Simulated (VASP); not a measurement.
# AlN (Cmcm) in VASP: notebook, part 2 of 2

VASP 6.6.1. The steps go on from the part before.

**4. Single point, PBE**

This run uses another cell than the first one, of 8.22 Å³/atom, 1.026 times its volume.

INCAR

```
PREC = Accurate
ENCUT = 520
EDIFF = 1E-7
ISMEAR = 0
SIGMA = 0.05
LREAL = F
LASPH = T
NELM = 100
ALGO = Normal
ISIF = 2
LWAVE = F
LCHARG = T
GGA = PE
LELF = T
LVHAR = T
NBANDS = 16
```

KPOINTS

```
Automatic mesh
0
Gamma
  8 8 6
```

POSCAR

```
AlN
1.0
    0.0000000000     -2.0184234927     -2.0184234927
    0.0000000000      2.0184234927     -2.0184234927
    4.0368469854      0.0000000000      0.0000000000
Al N
2 2
Direct
    0.5173928713      0.4826071287      0.0000000000
   -0.0173928713      0.0173928713      0.5000000000
    0.4936900135      0.5063099865      0.5000000000
    0.0063099865      0.9936900135      0.0000000000
```

Run with:

```bash
$ cat potpaw_PBE.64/Al/POTCAR potpaw_PBE.64/N/POTCAR > POTCAR
$ mpirun -np 1 vasp_std > vasp.out
```

Run time: 39 s. Hardware: 1 thread of Intel Xeon Platinum 8259CL at 2.50GHz (Skylake/Cascade Lake), shared host; peak memory 0.16 GiB.

Results (log left out):

```
Free energy            : -29.0189 eV
Pressure               : 6.8 GPa
Largest force          : 0.778 eV/Å
Band gap on the k mesh : 4.62 eV
```

Forces in eV/Å, atoms in the order of the input:
```
Al   0.000  0.778  0.000
Al   0.000 -0.778  0.000
N    0.000 -0.096  0.000
N    0.000  0.096  0.000
```

Stress tensor (GPa, compression positive):
```
6.90 0.00 0.00
0.00 7.51 0.00
0.00 0.00 5.98
```

Levels at points of the mesh, in eV from the valence-band top:
```
           k point  band 5  band 6  band 7  band 8  band 9  band 10  band 11  band 12
(0.00, 0.00, 0.00)   -2.81   -0.02   -0.01    0.00    4.65     5.29     5.72    12.01
(0.50, 0.00, 0.00)   -4.17   -4.16   -1.16   -1.12    8.26     8.51    10.28    10.48
(0.50, 0.50, 0.00)   -2.81   -2.81   -2.81   -2.81    4.62     4.65     5.26     5.29
(0.00, 0.00, 0.50)   -1.64   -1.64   -1.64   -1.64    7.47     7.47     7.77     7.77
(0.50, 0.00, 0.50)   -1.09   -1.09   -1.08   -1.08    6.14     6.14    11.01    11.01
(0.50, 0.50, 0.50)   -5.73   -5.73   -3.92   -3.92    8.12     8.12    10.70    10.70
```

**5. Single point, PBE**

This run uses another cell than the first one, of 8.22 Å³/atom, 1.026 times its volume.

INCAR

```
PREC = Accurate
ENCUT = 520
EDIFF = 1E-6
ISMEAR = 0
SIGMA = 0.05
LREAL = F
LASPH = T
NELM = 60
ALGO = Normal
ISIF = 2
LWAVE = F
LCHARG = F
GGA = PE
NBANDS = 16
```

KPOINTS is that of step 4.

POSCAR

```
AlN
1.0
    0.0000000000     -2.0184234927     -2.0184234927
    0.0000000000      2.0184234927     -2.0184234927
    4.0368469854      0.0000000000      0.0000000000
Al N
2 2
Direct
    0.5231904950      0.4768095050      0.0000000000
   -0.0231904950      0.0231904950      0.5000000000
    0.4915866847      0.5084133153      0.5000000000
    0.0084133153      0.9915866847      0.0000000000
```

Run with:

```bash
$ cat potpaw_PBE.64/Al/POTCAR potpaw_PBE.64/N/POTCAR > POTCAR
$ mpirun -np 1 vasp_std > vasp.out
```

Wall time 33 s (1 thread of Intel Xeon Platinum 8259CL at 2.50GHz (Skylake/Cascade Lake), shared host); peak memory 0.16 GiB.

The run converged. Its results:

* Free energy: -28.9743 eV
* Pressure: 7.1 GPa
* Largest force: 1.047 eV/Å
* Band gap on the k mesh: 4.60 eV, indirect (least direct gap 4.65 eV)

Forces in eV/Å, atoms in the order of the input:
```
Al   0.000  1.047  0.000
Al   0.000 -1.047  0.000
N    0.000 -0.122  0.000
N    0.000  0.122  0.000
```

Stress tensor (GPa, compression positive):
```
7.34 0.00 0.00
0.00 8.41 0.00
0.00 0.00 5.70
```

Levels at points of the mesh, in eV from the valence-band top:
```
           k point  band 6  band 7  band 8  band 9  band 10  band 11
(0.00, 0.00, 0.00)   -0.04   -0.02    0.00    4.65     5.29     5.70
(0.50, 0.00, 0.00)   -4.16   -1.17   -1.12    8.20     8.54    10.16
(0.50, 0.50, 0.00)   -2.82   -2.81   -2.81    4.60     4.64     5.23
(0.00, 0.00, 0.50)   -1.64   -1.64   -1.64    7.45     7.45     7.76
(0.50, 0.00, 0.50)   -1.09   -1.08   -1.08    6.12     6.12    10.99
(0.50, 0.50, 0.50)   -5.73   -3.92   -3.92    8.10     8.10    10.66
```

Caveat: forces of over 1 eV/Å act on the atoms, so gaps and moduli don't describe the material at rest. A k mesh can miss the band edges.

**6. Single point, PBE**

This run uses another cell than the first one, of 8.43 Å³/atom, 1.052 times its volume.

INCAR

```
SYSTEM = AlN
  ALGO = Normal
  EDIFF = 1E-6
  ENCUT = 520
  GGA = PE
  ISIF = 2
  ISMEAR = 0
  LASPH = .True.
  LCHARG = .True.
  LELF = .True.
  LREAL = .False.
  LVHAR = .True.
  LWAVE = .False.
  NBANDS = 16
  NELM = 80
  PREC = Accurate
  SIGMA = 0.05
```

KPOINTS

```
k-points
0
Gamma
  8 8 6
  0 0 0
```

POSCAR

```
AlN
1.0
    0.0000000000     -2.0353166207     -2.0353166207
    0.0000000000      2.0353166207     -2.0353166207
    4.0706332413      0.0000000000      0.0000000000
Al N
2 2
Direct
    0.5173928713      0.4826071287      0.0000000000
   -0.0173928713      0.0173928713      0.5000000000
    0.4936900135      0.5063099865      0.5000000000
    0.0063099865      0.9936900135      0.0000000000
```

Potentials or basis: VASP PAW PBE potentials, release 64 (Al, N).

Run with:

```bash
$ cat potpaw_PBE.64/Al/POTCAR potpaw_PBE.64/N/POTCAR > POTCAR
$ mpirun -np 1 vasp_std > vasp.out
```

It took 39 s on 1 thread of Intel Xeon Platinum 8259CL at 2.50GHz (Skylake/Cascade Lake), shared host; peak memory 0.16 GiB.

It converged, with:

```yaml
Free_energy: -29.0373 eV
Pressure: 0.1 GPa
Largest_force: 0.724 eV/Å
Band_gap_on_the_k_mesh: 4.38 eV
```

Forces on the atoms (eV/Å):
```
Al   0.000  0.724  0.000
Al   0.000 -0.724  0.000
N    0.000 -0.130  0.000
N    0.000  0.130  0.000
```

Stress tensor (GPa, compression positive):
```
 0.26  0.00  0.00
 0.00  0.80  0.00
 0.00  0.00 -0.62
```

Levels at points of the mesh, in eV from the valence-band top:
```csv
k point,band 6,band 7,band 8,band 9,band 10,band 11
"(0.00, 0.00, 0.00)",-0.02,-0.01,0.00,4.41,5.33,5.36
"(0.50, 0.00, 0.00)",-4.05,-1.11,-1.08,8.08,8.32,10.14
"(0.50, 0.50, 0.00)",-2.75,-2.75,-2.74,4.38,4.41,5.30
"(0.00, 0.00, 0.50)",-1.60,-1.60,-1.60,7.47,7.47,7.48
"(0.50, 0.00, 0.50)",-1.04,-1.04,-1.04,5.98,5.98,10.81
"(0.50, 0.50, 0.50)",-5.60,-3.86,-3.86,7.86,7.86,10.55
```

A k mesh can miss the band edges. Expect the measured gap to be larger: semilocal functionals such as PBE lack the derivative discontinuity.

**7. Overview**

```tsv
cell	gap on the mesh (eV)	pressure (GPa)	largest force (eV/Å)
a = 2.830, b = 2.830, c = 4.003 Å, 4 atoms	4.85	14.6	1.13
a = 2.854, b = 2.854, c = 4.037 Å, 4 atoms	4.60	7.1	1.05
a = 2.878, b = 2.878, c = 4.071 Å, 4 atoms	4.38	0.1	0.72
```

Some of these runs hold the atoms at other places in the same cell, which the table doesn't show; runs alike in all that it shows share one row.

Alike in all rows: task single point; level PBE; potentials or basis VASP PAW PBE potentials, release 64 (Al, N); no spin polarisation; k mesh 8 × 8 × 6; cutoff (eV) 520; smearing gaussian 0.05 eV.

Caveats: forces of over 1 eV/Å act on the atoms, so gaps and moduli don't describe the material at rest (some runs).

Total energies depend on the potentials used, so only differences within one code and one set of settings carry meaning.
